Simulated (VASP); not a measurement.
Write the native input for VASP 6.6.1 that does the following.

```yaml
Task: single point
Functional: r2SCAN
Potentials_or_basis: VASP PAW PBE potentials, release 64 (Al, Ru_pv)
Cutoff: 520 eV
k_mesh: 12 × 12 × 4
Occupations: gaussian, width 0.1 eV
Spin: no spin polarisation
Dipole_correction: no
Further_INCAR_settings: ALGO = Normal; EDIFF = 1e-06; NBANDS = 48
```

The system is Al3Ru2.

```xyz
10
Lattice="3.0312 0.0000 0.0000 0.0000 3.0312 0.0000 0.0000 0.0000 14.4665" Properties=species:S:1:pos:R:3 pbc="T T T"
Al    0.0000    0.0000    0.0000
Al    1.5156    1.5156    4.4384
Al    0.0000    0.0000    2.7948
Al    1.5156    1.5156    7.2332
Al    0.0000    0.0000   11.6716
Al    1.5156    1.5156   10.0281
Ru    1.5156    1.5156    1.5170
Ru    0.0000    0.0000    5.7162
Ru    0.0000    0.0000    8.7503
Ru    1.5156    1.5156   12.9494
```

This cell differs from its parent crystal: biaxial strain in the a-b plane: -1.5 %, then relaxed in part.

The input as run:

POSCAR

```
Al3Ru2
1.0
    3.0311546963      0.0000000000      0.0000000000
    0.0000000000      3.0311546963      0.0000000000
    0.0000000000      0.0000000000     14.4664522249
Al Ru
6 4
Direct
    0.0000000000      0.0000000000      0.0000000000
    0.5000000000      0.5000000000      0.3068051026
    0.0000000000      0.0000000000      0.1931948974
    0.5000000000      0.5000000000      0.5000000000
    0.0000000000      0.0000000000      0.8068051026
    0.5000000000      0.5000000000      0.6931948974
    0.5000000000      0.5000000000      0.1048652768
    0.0000000000      0.0000000000      0.3951347232
    0.0000000000      0.0000000000      0.6048652768
    0.5000000000      0.5000000000      0.8951347232
```

INCAR.step1

```
PREC     = Accurate       # precision mode
ENCUT    = 520            # plane-wave cutoff, eV
ISMEAR   = 0              # smearing method
SIGMA    = 0.1            # smearing width, eV
LREAL    = False          # projectors in reciprocal space
LASPH    = True           # aspherical terms in the spheres
NELM     = 100            # most SCF steps
NBANDS   = 48             # bands
GGA      = PE             # functional
ALGO     = Normal         # electronic algorithm
EDIFF    = 1E-4           # SCF threshold, eV
LWAVE    = True           # write WAVECAR
LCHARG   = False          # write CHGCAR
```

INCAR.step2

```
PREC     = Accurate       # precision mode
ENCUT    = 520            # plane-wave cutoff, eV
EDIFF    = 1E-6           # SCF threshold, eV
ISMEAR   = 0              # smearing method
SIGMA    = 0.1            # smearing width, eV
LREAL    = False          # projectors in reciprocal space
LASPH    = True           # aspherical terms in the spheres
NELM     = 100            # most SCF steps
ALGO     = Normal         # electronic algorithm
ISIF     = 2              # what is computed and relaxed
LWAVE    = False          # write WAVECAR
LCHARG   = False          # write CHGCAR
METAGGA  = R2SCAN         # meta-GGA
LMIXTAU  = True         
NBANDS   = 48             # bands
ISTART   = 1
```

KPOINTS

```
regular mesh
0
Gamma
  12 12 4
```

Potentials or basis: VASP PAW PBE potentials, release 64 (Al, Ru_pv).

The run is started by

```bash
$ cat potpaw_PBE.64/Al/POTCAR potpaw_PBE.64/Ru_pv/POTCAR > POTCAR
$ cp INCAR.step1 INCAR
$ mpirun -np 1 vasp_std > vasp.out
$ cp INCAR.step2 INCAR
$ mpirun -np 1 vasp_std > vasp.out
```

It gave:

* Pressure: 3.8 GPa
* Largest force: 0.025 eV/Å
* Band gap on the k mesh: zero (bands 37 and 38 overlap by 2.16 eV)

Caveat: the cell differs from its parent crystal (biaxial strain in the a-b plane: -1.5 %, then relaxed in part); the stress differs along the axes, from -0 to 6 GPa; the PAW data sets were made with another functional, which shifts forces and pressure a little.

It took 50 min on 1 thread of Oxide Virtual Turin-like Processor, on a shared host, peak memory 0.48 GiB.
